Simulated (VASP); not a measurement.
# Ni (P6_3/mmc) in VASP: further runs, part 2 of 2

VASP 6.6.1. Earlier steps stand in the parts before.

**3. Single point, PBE, collinear spin, antiferromagnetic start**

This run uses another cell than the first one, of 10.93 Å³/atom.

File INCAR:

```
ALGO     = Normal         # electronic algorithm
EDIFF    = 1E-7           # SCF threshold, eV
ENCUT    = 520            # plane-wave cutoff, eV
GGA      = PE             # functional
ISIF     = 2              # what is computed and relaxed
ISMEAR   = -1             # smearing method
ISPIN    = 2              # spin polarisation
LASPH    = True           # aspherical terms in the spheres
LCHARG   = False          # write CHGCAR
LMAXMIX  = 4              # l up to which the mixer works
LORBIT   = 11             # projections on sites
LREAL    = False          # projectors in reciprocal space
LWAVE    = False          # write WAVECAR
MAGMOM   = 0.8 -0.8       # initial moments
NBANDS   = 21             # bands
NELM     = 150            # most SCF steps
PREC     = Accurate       # precision mode
SIGMA    = 0.05           # smearing width, eV
```

File KPOINTS:

```
k-points
0
Gamma
  14 14 8
```

File POSCAR:

```
Ni
1.0
    2.4881347145      0.0000000000      0.0000000000
   -1.2440673573      2.1547878708      0.0000000000
    0.0000000000      0.0000000000      4.0778042648
Ni
2
Direct
    0.3333333333      0.6666666667      0.2500000000
    0.6666666667      0.3333333333      0.7500000000
```

Potentials or basis: VASP PAW PBE potentials, release 64 (Ni).

Started as:

```console
cat potpaw_PBE.64/Ni/POTCAR > POTCAR
mpirun -np 1 vasp_std > vasp.out
```

OUTCAR:

```text
EDIFF = 1E-7
   ENCUT = 520
   GGA = PE
   ISIF = 2
   ISMEAR = -1
   ISPIN = 2
   LASPH = True
   LORBIT = 11
   LREAL = False
   NELM = 150
   PREC = Accurate

 ion  position               nearest neighbor table
   1  0.333  0.667  0.250-   2 2.49   2 2.49   2 2.49   2 2.49   2 2.49   2 2.49
   2  0.667  0.333  0.750-   1 2.49   1 2.49   1 2.49   1 2.49   1 2.49   1 2.49

  LATTYP: Found a hexagonal cell.
 ALAT       =     2.4881347145
 C/A-ratio  =     1.6389001130

  Lattice vectors:

 A1 = (   2.4881347145,   0.0000000000,   0.0000000000)
 A2 = (  -1.2440673573,   2.1547878708,   0.0000000000)
 A3 = (   0.0000000000,   0.0000000000,   4.0778042648)

Analysis of symmetry for initial positions (statically):
=====================================================================
 Subroutine PRICEL returns:
 Original cell was already a primitive cell.

 Routine SETGRP: Setting up the symmetry group for a
 hexagonal supercell.

 Subroutine GETGRP returns: Found 24 space group operations
 (whereof 12 operations were pure point group operations)
[... 769 lines left out ...]

 spin component 2

 k-point     1 :       0.0000    0.0000    0.0000
  band No.  band energies     occupation
      1       0.3149      1.00000
      2       4.7343      1.00000
      3       7.2933      1.00000
      4       7.2933      1.00000
      5       7.2953      1.00000
      6       7.6906      1.00000
[... 565 lines left out ...]
     20      42.1477      0.00000
     21      44.7927      0.00000

 [... further k-points ...]
[... 5 lines left out ...]
  --------------------------------------------------------------------------------------
  -------------------------------------------------------------------------------------
  Total       -0.1938469     -0.1938469      0.0315809      0.0000000      0.0000000     -0.0000000
  in kB      -14.2057689    -14.2057689      2.3143573      0.0000000      0.0000000     -0.0000000
  external PRESSURE =      -8.6990602 kB  Pullay stress =       0.0000000 kB

 VOLUME and BASIS-vectors are now :
 -----------------------------------------------------------------------------
  energy-cutoff  :      520.00
  volume of cell :       21.86
      direct lattice vectors                 reciprocal lattice vectors
     2.488134715  0.000000000  0.000000000     0.401907499  0.232041403  0.000000000
    -1.244067357  2.154787871  0.000000000     0.000000000  0.464082805  0.000000000
     0.000000000  0.000000000  4.077804265     0.000000000  0.000000000  0.245230015

 POSITION                                       TOTAL-FORCE (eV/Angst)
 -----------------------------------------------------------------------------------
     -0.00000      1.43653      1.01945         0.000000     -0.000000      0.000000
      1.24407      0.71826      3.05835        -0.000000      0.000000      0.000000
 -----------------------------------------------------------------------------------
    total drift:                               -0.000000      0.000000     -0.000000

  FREE ENERGIE OF THE ION-ELECTRON SYSTEM (eV)
  ---------------------------------------------------
  free  energy   TOTEN  =       -10.8079531848 eV

  energy  without entropy=      -10.7500059529  energy(sigma->0) =      -10.77897957

 total charge

# of ion       s       p       d       tot
------------------------------------------
    1        0.491   0.488   8.326   9.305
    2        0.491   0.488   8.326   9.305
--------------------------------------------------
tot          0.982   0.975  16.653  18.610

 magnetization (x)

# of ion       s       p       d       tot
------------------------------------------
    1       -0.001  -0.000   0.225   0.223
    2        0.001   0.000  -0.225  -0.223
--------------------------------------------------
tot          0.000   0.000   0.000   0.000
```

OSZICAR:

```text
N       E                     dE             d eps       ncg     rms          rms(c)
DAV:   1     0.970035081986E+02    0.97004E+02   -0.91405E+03 10765   0.138E+03
DAV:   2    -0.721888970527E+01   -0.10422E+03   -0.96314E+02 10215   0.235E+02
DAV:   3    -0.127675185107E+02   -0.55486E+01   -0.53493E+01 11489   0.623E+01
DAV:   4    -0.128345501198E+02   -0.67032E-01   -0.66981E-01 11492   0.646E+00
DAV:   5    -0.128363886400E+02   -0.18385E-02   -0.18384E-02 11668   0.108E+00    0.139E+01
DAV:   6    -0.115158009942E+02    0.13206E+01   -0.73806E+00 11901   0.576E+01    0.858E+00
DAV:   7    -0.108372427659E+02    0.67856E+00   -0.17851E+00 11649   0.240E+01    0.252E+00
DAV:   8    -0.108118264592E+02    0.25416E-01   -0.32924E-02 14290   0.238E+00    0.965E-01
DAV:   9    -0.108087023899E+02    0.31241E-02   -0.32167E-03 15257   0.718E-01    0.352E-01
DAV:  10    -0.108078861242E+02    0.81627E-03   -0.20461E-03 17430   0.667E-01    0.790E-02
DAV:  11    -0.108079238465E+02   -0.37722E-04   -0.12545E-04 14199   0.111E-01    0.470E-02
DAV:  12    -0.108079435644E+02   -0.19718E-04   -0.19778E-04 15804   0.177E-01    0.321E-02
DAV:  13    -0.108079556949E+02   -0.12130E-04   -0.33093E-05 15812   0.809E-02    0.194E-02
DAV:  14    -0.108079533076E+02    0.23873E-05   -0.71741E-06 16395   0.449E-02    0.422E-03
DAV:  15    -0.108079529031E+02    0.40448E-06   -0.21097E-06 15042   0.188E-02    0.190E-03
DAV:  16    -0.108079531660E+02   -0.26290E-06   -0.14352E-07  6827   0.434E-03    0.177E-03
DAV:  17    -0.108079531848E+02   -0.18735E-07   -0.45756E-07  6060   0.924E-03
   1 F= -.10807953E+02 E0= -.10778980E+02  d E =-.579472E-01  mag=     0.0000
```

It took 66 s on 1 thread of AMD EPYC 9R45 (Zen 5), shared host; peak memory 0.17 GiB.

Results:

* Free energy: -10.8080 eV
* Pressure: -0.9 GPa
* Band gap on the k mesh: zero (filled and empty bands overlap)
* Net moment: 0.00 μB per cell
* Site moments: Ni +0.22, -0.22 μB
* Valence electrons inside the program's atomic spheres: Ni 9.30

Stress tensor (GPa, compression positive):
```
-1.42  0.00  0.00
 0.00 -1.42  0.00
 0.00  0.00  0.23
```

**4. Relaxation of cell and atoms, PBE, collinear spin, antiferromagnetic start**

This run uses another cell than the first one, of 10.94 Å³/atom.

File INCAR:

```
PREC = Accurate
ENCUT = 600
EDIFF = 1E-6
ISMEAR = -1
SIGMA = 0.05
LREAL = False
LASPH = True
NELM = 150
ALGO = Normal
ISIF = 3
LWAVE = False
LCHARG = False
ISPIN = 2
MAGMOM = 0.8 -0.8
LORBIT = 11
LMAXMIX = 4
GGA = PE
IBRION = 2
NSW = 80
EDIFFG = -0.01
```

File KPOINTS:

```
Automatic mesh
0
Gamma
  14 14 8
```

File POSCAR:

```
Ni
1.0
    2.4917559660      0.0000000000      0.0000000000
   -1.2458779830      2.1579239666      0.0000000000
    0.0000000000      0.0000000000      4.0690374925
Ni
2
Direct
    0.3333333333      0.6666666667      0.2500000000
    0.6666666667      0.3333333333      0.7500000000
```

Started as:

```console
cat potpaw_PBE.64/Ni/POTCAR > POTCAR
mpirun -np 1 vasp_std > vasp.out
```

Wall time 1.8 min (1 thread of AMD EPYC 9R45 (Zen 5), shared host); peak memory 0.17 GiB.

The run converged. Its results:

```yaml
Free_energy: -10.8083 eV
Relaxed_volume: 10.88 Å³/atom
Relaxed_cell: a = 2.477 Å, b = 2.477 Å, c = 4.092 Å, α = 90.00°, β = 90.00°, γ = 120.00°
Space_group_after_relaxing_to_0.1_Å: P6_3/mmc (No. 194)
Energy_gained_by_relaxing: 0.8 meV/atom
Ionic_steps: 4
Pressure_after_relaxing: 0.0 GPa
Band_gap_on_the_k_mesh: zero (filled and empty bands overlap)
Net_moment: 0.00 μB per cell
Site_moments: Ni +0.22, -0.22 μB
Valence_electrons_inside_the_program's_atomic_spheres: Ni 9.31
```

Step by step:
| step | energy change (eV) | largest force (eV/Å) | pressure (GPa) | volume (Å³) |
| --- | --- | --- | --- | --- |
| 1 | 0.0000 | 0.0000 | -1.12 | 21.88 |
| 2 | -0.0012 | 0.0000 | 0.95 | 21.64 |
| 3 | -0.0013 | 0.0000 | 0.57 | 21.69 |
| 4 | -0.0017 | 0.0000 | 0.05 | 21.75 |

Final structure:
```cif
data_structure
_symmetry_space_group_name_H-M 'P 1'
_symmetry_Int_Tables_number 1
_cell_length_a 2.4774
_cell_length_b 2.4774
_cell_length_c 4.0921
_cell_angle_alpha 90.000
_cell_angle_beta 90.000
_cell_angle_gamma 120.000
_cell_volume 21.75
loop_
_atom_site_label
_atom_site_type_symbol
_atom_site_fract_x
_atom_site_fract_y
_atom_site_fract_z
_atom_site_occupancy
Ni1 Ni 0.33333 0.66667 0.25000 1
Ni2 Ni 0.66667 0.33333 0.75000 1
```

Levels at points of the mesh, in eV from the Fermi level:
Spin up:
| k point | band 8 | band 9 | band 10 | band 11 | band 12 | band 13 |
| --- | --- | --- | --- | --- | --- | --- |
| (0.00, 0.00, 0.00) | -1.09 | -1.09 | -0.27 | -0.14 | -0.14 | 5.90 |
| (0.50, 0.00, 0.00) | -0.13 | 0.03 | 0.21 | 1.59 | 3.44 | 9.52 |
| (0.00, 0.00, 0.50) | -1.73 | -0.48 | -0.48 | -0.39 | -0.39 | 14.34 |
| (0.50, 0.00, 0.50) | -0.37 | -0.11 | 0.21 | 1.70 | 1.72 | 7.12 |
Spin down:
```tsv
k point	band 8	band 9	band 10	band 11	band 12	band 13
(0.00, 0.00, 0.00)	-1.09	-1.09	-0.27	-0.14	-0.14	5.90
(0.50, 0.00, 0.00)	-0.13	0.03	0.21	1.59	3.44	9.52
(0.00, 0.00, 0.50)	-1.73	-0.48	-0.48	-0.39	-0.39	14.34
(0.50, 0.00, 0.50)	-0.37	-0.11	0.21	1.70	1.72	7.12
```

**5. The runs side by side**

```csv
task,spin,cell,k mesh,cutoff (eV),gap on the mesh (eV),pressure (GPa),moment (μB)
single point,"collinear, ferromagnetic start","a = 2.584, b = 2.584, c = 4.235 Å, angles 90.0, 90.0, 120.0°, 2 atoms",24 × 24 × 13,520,none,-16.7,1.33
single point,"collinear, antiferromagnetic start","a = 2.488, b = 2.488, c = 4.078 Å, angles 90.0, 90.0, 120.0°, 2 atoms",14 × 14 × 8,520,none,-0.9,0.00
relaxation of cell and atoms,"collinear, antiferromagnetic start","relaxed from a = 2.492, b = 2.492, c = 4.069 Å, angles 90.0, 90.0, 120.0°, 2 atoms",14 × 14 × 8,600,none,0.0,0.00
```

Alike in all rows: level PBE; potentials or basis VASP PAW PBE potentials, release 64 (Ni); smearing fermi-dirac 0.05 eV.

Caveats: the cell stands under tension (at least some runs).

Absolute energies hang on the potentials; compare differences alone.
